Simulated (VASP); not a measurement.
# InP (Fm-3m) in VASP: further runs

The runs below take InP through single point, with PBEsol.

All numbers are computed with VASP 6.6.1; they aren't measurements. Logs are shortened: lines on timing, memory, paths and dates and some standing lists are left out, and cuts for length are marked.

**1. The cell of the first run**

Symmetry: Fm-3m, No. 225, cubic system. Conventional cell: a = 5.710 Å, b = 5.710 Å, c = 5.710 Å, α = 90.00°, β = 90.00°, γ = 90.00°. In (site symmetry m-3m) has 6 P at 2.85 Å within 3.8 Å. Within 3.8 Å of P (site symmetry m-3m) lie 6 In at 2.85 Å.

**2. Single point, PBEsol**

Input file INCAR:

```
SYSTEM = InP
ALGO     = Normal         ! electronic algorithm
EDIFF    = 1E-7           ! SCF threshold, eV
ENCUT    = 520            ! plane-wave cutoff, eV
GGA      = PS             ! functional
ISIF     = 2              ! what is computed and relaxed
ISMEAR   = 0              ! smearing method
LASPH    = .True.         ! aspherical terms in the spheres
LCHARG   = .False.        ! write CHGCAR
LREAL    = .False.        ! projectors in reciprocal space
LWAVE    = .False.        ! write WAVECAR
NBANDS   = 16             ! bands
NELM     = 60             ! most SCF steps
PREC     = Accurate       ! precision mode
SIGMA    = 0.15           ! smearing width, eV
```

Input file KPOINTS:

```
k-points
0
Gamma
  6 6 6
  0 0 0
```

Input file POSCAR:

```
InP
1.0
    0.0000000000      2.8550000000      2.8550000000
    2.8550000000      0.0000000000      2.8550000000
    2.8550000000      2.8550000000      0.0000000000
In P
1 1
Direct
    0.0000000000      0.0000000000      0.0000000000
    0.5000000000      0.5000000000      0.5000000000
```

Potentials or basis: VASP PAW PBE potentials, release 64 (In_d, P).

Command:

```
$ cat potpaw_PBE.64/In_d/POTCAR potpaw_PBE.64/P/POTCAR > POTCAR
$ mpirun -np 1 vasp_std > vasp.out
```

OUTCAR:

```text
SYSTEM = InP
   EDIFF = 1E-7
   ENCUT = 520
   GGA = PS
   ISIF = 2
   ISMEAR = 0
   LASPH = .True.
   LREAL = .False.
   NELM = 60
   PREC = Accurate

 ion  position               nearest neighbor table
   1  0.000  0.000  0.000-   2 2.85   2 2.85   2 2.85   2 2.85   2 2.85   2 2.85
   2  0.500  0.500  0.500-   1 2.85   1 2.85   1 2.85   1 2.85   1 2.85   1 2.85

  LATTYP: Found a face centered cubic cell.
 ALAT       =     5.7100000000

  Lattice vectors:

 A1 = (   0.0000000000,   2.8550000000,   2.8550000000)
 A2 = (   2.8550000000,   0.0000000000,   2.8550000000)
 A3 = (   2.8550000000,   2.8550000000,   0.0000000000)

Analysis of symmetry for initial positions (statically):
=====================================================================
 Subroutine PRICEL returns:
 Original cell was already a primitive cell.

 Routine SETGRP: Setting up the symmetry group for a
 face centered cubic supercell.

 Subroutine GETGRP returns: Found 48 space group operations
 (whereof 48 operations were pure point group operations)
 out of a pool of 48 trial point group operations.

The static configuration has the point symmetry O_h .

Analysis of symmetry for dynamics (positions and initial velocities):
=====================================================================
 Subroutine PRICEL returns:
 Original cell was already a primitive cell.

 Routine SETGRP: Setting up the symmetry group for a
 face centered cubic supercell.

 Subroutine GETGRP returns: Found 48 space group operations
 (whereof 48 operations were pure point group operations)
 out of a pool of 48 trial point group operations.

The dynamic configuration has the point symmetry O_h .

 Subroutine INISYM returns: Found 48 space group operations
 (whereof 48 operations are pure point group operations),
 and found     1 'primitive' translations

----------------------------------------------------------------------------------------

                                     Primitive cell

  volume of cell :      46.5424

  direct lattice vectors                    reciprocal lattice vectors
     0.000000000  2.855000000  2.855000000    -0.175131349  0.175131349  0.175131349
     2.855000000  0.000000000  2.855000000     0.175131349 -0.175131349  0.175131349
     2.855000000  2.855000000  0.000000000     0.175131349  0.175131349 -0.175131349

  length of vectors
     4.037579721  4.037579721  4.037579721     0.303336394  0.303336394  0.303336394

  position of ions in fractional coordinates (direct lattice)
[... 70 lines left out ...]
   EDIFF  = 0.1E-06   stopping-criterion for ELM
   LREAL  =      F    real-space projection
   EDIFFG = 0.1E-05   stopping-criterion for IOM
   NSW    =      0    number of steps for IOM
   IBRION =     -1    ionic relax: 0-MD 1-quasi-New 2-CG
   NFREE  =      0    steps in history (QN), initial steepest desc. (CG)
   ISIF   =      2    stress and relaxation
   ISYM   =      2    0-nonsym 1-usesym 2-fastsym
   POTIM  = 0.5000    time-step for ionic-motion
   TEBEG  =    0.0;   TEEND  =   0.0 temperature during run
   PSTRESS=    0.0 pullay stress
   NELECT =      18.0000    total number of electrons
   NUPDOWN=      -1.0000    fix difference up-down
   EMIN   =  10.00;   EMAX   =-10.00  energy-range for DOS
   EFERMI =   0.00;   METHOD = LEGACY
   ISMEAR =     0;   SIGMA  =   0.15  broadening in eV -4-tet -1-fermi 0-gaus
   EFERMI_NEDOS =   21; number of points for ismear=-14 and -15
   IALGO  =     38    algorithm
   IMIX   =      4    mixing-type and parameters
     AMIX     =   0.40;   BMIX     =  1.00
     AMIX_MAG =   1.60;   BMIX_MAG =  1.00
  volume/ion in A,a.u.               =      23.27       157.04
  Fermi-wavevector in a.u.,A,eV,Ry     =   1.192750  2.253971 19.356375  1.422653
  Thomas-Fermi vector in A             =   2.328781
   LORBIT       =      0    0 simple, 1 ext, 2 COOP (PROOUT), +10 PAW based schemes
   GGA     = PS    functional components
   LHFCALC =     F    Hartree Fock is set to
   AEXX    =    0.0000 exact exchange contribution
   IVDW    =     0    specifies the selected vdW correction
   LEPSILON=     F    determine dielectric tensor
   LRPA    =     F    only Hartree local field effects (RPA)
 non-spin polarized calculation
 Gauss-broadening in eV      SIGMA  =   0.15
  energy-cutoff  :      520.00
  volume of cell :       46.54
 maximum number of plane-waves:      1272
   NGX = 15   NGY = 15   NGZ = 15

 number of electron      17.9999993 magnetization

 Free energy of the ion-electron system (eV)
  ---------------------------------------------------
  ext. energy  EPLUGINS =         0.00000000
  ---------------------------------------------------
  free energy    TOTEN  =        -8.65318598 eV

  energy without entropy =       -8.63520303  energy(sigma->0) =       -8.64419450

 E-fermi :   5.8593     XC(G=0): -10.1361

 val. band max:        5.8407791297   @ k =   0.3333   0.0000   0.0000
 cond. band min:       5.9761535582   @ k =   0.5000   0.0000   0.0000
 fundamental gap:      0.1353744285
 Fermi energy:         5.8592876797

 k-point     1 :       0.0000    0.0000    0.0000
  band No.  band energies     occupation
      1      -8.1536      2.00000
      2      -8.1536      2.00000
      3      -8.1371      2.00000
      4      -8.1371      2.00000
      5      -8.1371      2.00000
      6      -5.5395      2.00000
[... 281 lines left out ...]
      3      -8.1436      2.00000
      4      -8.0857      2.00000
      5      -8.0521      2.00000
      6      -2.8503      2.00000
[... 8 lines left out ...]
     15      17.3520      0.00000
     16      18.9615      0.00000

------------------------ aborting loop because EDIFF is reached ----------------------------------------

  FORCE on cell =-STRESS in cart. coord.  units (eV):
  Direction    XX          YY          ZZ          XY          YZ          ZX
  --------------------------------------------------------------------------------------
  -------------------------------------------------------------------------------------
  Total       -2.3112098     -2.3112098     -2.3112098     -0.0000000     -0.0000000      0.0000000
  in kB      -79.5612538    -79.5612538    -79.5612538     -0.0000000     -0.0000000      0.0000000
  external PRESSURE =     -79.5612538 kB  Pullay stress =       0.0000000 kB

 VOLUME and BASIS-vectors are now :
 -----------------------------------------------------------------------------
  energy-cutoff  :      520.00
  volume of cell :       46.54
      direct lattice vectors                 reciprocal lattice vectors
     0.000000000  2.855000000  2.855000000    -0.175131349  0.175131349  0.175131349
     2.855000000  0.000000000  2.855000000     0.175131349 -0.175131349  0.175131349
     2.855000000  2.855000000  0.000000000     0.175131349  0.175131349 -0.175131349

 POSITION                                       TOTAL-FORCE (eV/Angst)
 -----------------------------------------------------------------------------------
      0.00000      0.00000      0.00000         0.000000     -0.000000     -0.000000
      2.85500      2.85500      2.85500        -0.000000      0.000000      0.000000
 -----------------------------------------------------------------------------------
    total drift:                               -0.000000      0.000000      0.000000

  FREE ENERGIE OF THE ION-ELECTRON SYSTEM (eV)
  ---------------------------------------------------
  free  energy   TOTEN  =        -8.6531859793 eV

  energy  without entropy=       -8.6352030298  energy(sigma->0) =       -8.64419450
```

Wall time 6.6 s (1 thread of Intel Xeon 6975P-C (Granite Rapids), shared host); peak memory 0.16 GiB.

What came out:

```
Free energy            : -8.6532 eV
Pressure               : -8.0 GPa
Band gap on the k mesh : zero (band 9 reaches 6.13 eV, above the bottom of band 10 at 3.78 eV)
```

Caveat: the PAW data sets were made with another functional, which shifts forces and pressure a little; spin-orbit coupling is left out, which moves the levels of the heavy elements.

**3. Single point, PBEsol**

Input file INCAR:

```
PREC     = Accurate       # precision mode
ENCUT    = 500            # plane-wave cutoff, eV
EDIFF    = 1E-6           # SCF threshold, eV
ISMEAR   = 0              # smearing method
SIGMA    = 0.15           # smearing width, eV
LREAL    = F              # projectors in reciprocal space
LASPH    = T              # aspherical terms in the spheres
NELM     = 120            # most SCF steps
ALGO     = Normal         # electronic algorithm
ISIF     = 2              # what is computed and relaxed
LWAVE    = F              # write WAVECAR
LCHARG   = F              # write CHGCAR
GGA      = PS             # functional
NBANDS   = 16             # bands
GGA_COMPAT= F
```

Input file KPOINTS:

```
Automatic mesh
0
Gamma
  6 6 6
```

POSCAR is that of step 2.

Potentials or basis: VASP PAW PBE potentials, release 64 (In_d, P).

Command:

```
$ cat potpaw_PBE.64/In_d/POTCAR potpaw_PBE.64/P/POTCAR > POTCAR
$ mpirun -np 1 vasp_std > vasp.out
```

Wall time 26 s (1 thread of Intel Xeon 8259CL, shared host); peak memory 0.17 GiB.

It converged, with:

* Free energy: -8.6532 eV
* Pressure: -8.0 GPa
* Band gap on the k mesh: zero (band 9 reaches 6.13 eV, above the bottom of band 10 at 3.78 eV)

Levels at points of the mesh, in eV from the Fermi level:
```csv
k point,band 5,band 6,band 7,band 8,band 9,band 10,band 11,band 12,band 13,band 14
"(0.00, 0.00, 0.00)",-14.00,-11.40,-0.23,-0.23,-0.23,-0.23,7.02,7.02,7.02,7.85
"(0.50, 0.00, 0.00)",-13.93,-9.60,-6.22,0.12,0.12,2.33,3.36,3.36,4.46,10.46
"(0.50, 0.50, 0.00)",-13.91,-8.74,-4.46,-2.65,-2.08,-2.08,3.92,9.04,9.04,9.30
```

Caveat: the PAW data sets were made with another functional, which shifts forces and pressure a little; spin-orbit coupling is left out, which moves the levels of the heavy elements.
